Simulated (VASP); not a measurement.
TiH3Br, 5 atoms in the cell. It takes space group R32 (No. 155, trigonal). The conventional cell has a = 5.378 Å, b = 5.378 Å, c = 9.218 Å, α = 90.00°, β = 90.00°, γ = 120.00°. Within 3.5 Å of Ti (site symmetry 32) lie 6 H at 2.56 Å and 6 Br at 3.46 Å. H (site symmetry 2) has 1 Br at 1.35 Å within 1.8 Å. Br (site symmetry 32) has 3 H at 1.35 Å within 1.8 Å. The cell was generated, and may not be a known phase.

* Program: VASP 6.6.1
* Task: relaxation of cell and atoms
* Functional: PBE
* Potentials or basis: VASP PAW PBE potentials, release 64 (Ti_sv, H, Br)
* Cutoff: 600 eV
* k mesh: 6 × 6 × 6
* Occupations: gaussian, width 0.1 eV
* Spin: collinear spin
* Starting moments: [1.0, 0.0, 0.0, 0.0, 0.0] μB
* Dipole correction: no
* Further INCAR settings: ALGO = Normal; EDIFF = 1e-06; IBRION = 2; EDIFFG = -0.04; NSW = 90; ISIF = 3

Potentials or basis: VASP PAW PBE potentials, release 64 (Ti_sv, H, Br).

Run with:

```console
$ cat potpaw_PBE.64/Ti_sv/POTCAR potpaw_PBE.64/H/POTCAR potpaw_PBE.64/Br/POTCAR > POTCAR
$ mpirun -np 1 vasp_std > vasp.out
```

Hardware: 1 thread of Intel(R) Xeon(R) 6975P-C (Granite Rapids) (shared host).

How long does it take, and how much memory?

It took 10 min on 1 thread of Intel(R) Xeon(R) 6975P-C (Granite Rapids) (shared host), peak memory 0.31 GiB. Counts: scf iterations 233, k points 32, ion steps 15.
